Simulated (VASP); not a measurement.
Wanted: the native input for a VASP 6.6.1 run.

| Property | Result |
| --- | --- |
| Task | single point |
| Functional | PBE |
| Potentials or basis | VASP PAW PBE potentials, release 64 (V_sv, O) |
| Cutoff | 520 eV |
| k mesh | 9 × 9 × 1 |
| Occupations | gaussian, width 0.1 eV |
| Spin | no spin polarisation |
| Dipole correction | yes |
| Further INCAR settings | ALGO = Normal; EDIFF = 1e-06; NBANDS = 37 |

The structure of V4O lies in POSCAR:

```
V4O
1.0
    2.9971751491      0.0000000000      0.0000000000
    0.0000000000      2.9971751491      0.0000000000
    0.0000000000      0.0000000000     21.3333819395
V O
4 1
Direct
    0.5000000000      0.5000000000      0.1874995728
    0.0000000000      0.0000000000      0.2577457053
    0.5000000000      0.5000000000      0.3267158760
    0.0000000000      0.0000000000      0.3906263884
    0.1250000000      0.1250000000      0.5757822165
```

The input as run:

INCAR

```
SYSTEM = V4O
ALGO = Normal
DIPOL = 0.5 0.5 0.348
EDIFF = 1E-6
ENCUT = 520
GGA = PE
IDIPOL = 3
ISIF = 2
ISMEAR = 0
LASPH = .TRUE.
LCHARG = .FALSE.
LDIPOL = .TRUE.
LREAL = .FALSE.
LWAVE = .FALSE.
NBANDS = 37
NELM = 100
PREC = Accurate
SIGMA = 0.1
```

KPOINTS

```
k-points
0
G
  9 9 1
  0 0 0
```

Potentials or basis: VASP PAW PBE potentials, release 64 (V_sv, O).

Launch:

```bash
$ cat potpaw_PBE.64/V_sv/POTCAR potpaw_PBE.64/O/POTCAR > POTCAR
$ mpirun -np 1 vasp_std > vasp.out
```

It gave:

The largest force is 0.577 eV/Å and the band gap on the k mesh is zero (bands 29 and 30 overlap by 0.28 eV).

Caveat: the run has no spin polarisation, though such a crystal can be magnetic.

It took 3.7 min on 1 thread of AMD EPYC 9R45 96-Core Processor (Zen 5) (shared host), peak memory 0.33 GiB.
